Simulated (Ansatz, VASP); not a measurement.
Te2Mo in VASP and in Ansatz

```
Te Mo
1.0
     3.56023    0.00000    0.00000
    -1.78012    3.08325    0.00000
     0.00000    0.00000   17.52406
Te Mo
2 1
Direct
  0.32110 0.64221 0.90160
  0.32110 0.64221 0.10589
  0.00000 0.00000 0.00000
```

Change from the starting cell: all Te atoms moved +0.100 Å, as atom 1 towards its neighbour atom 3 (Mo) at 2.726 Å.

Alike in both runs: task single point; functional r2SCAN; k mesh 12 × 12 × 2; occupations gaussian, width 0.05 eV; no spin polarisation.

|  | VASP | Ansatz |
| --- | --- | --- |
| version | VASP 6.6.1 | Ansatz 0.2.0 |
| potentials or method | VASP PAW PBE potentials, release 64 (Te, Mo_sv), cutoff 520 eV | scalar-relativistic, plane waves, PAW |
| valence electrons in the cell | 26 | 46 |

Ansatz gave:

- gap on the k mesh at the Fermi level (eV): 1.13
- least direct gap on the mesh (eV): 1.13
- rms of the force components (eV/Å): 0.751

What did VASP give for the same quantities?

gap on the k mesh at the Fermi level (eV): 1.13; least direct gap on the mesh (eV): 1.13; rms of the force components (eV/Å): 0.752.

VASP's potentials were made for PBE, not for r2SCAN. Atom by atom the forces differ by 0.013 eV/Å (rms over components). VASP's potentials hold 26 valence electrons a cell and Ansatz's 46, so a difference there can come from the potentials and not from the codes.

Spin-orbit coupling is off throughout.
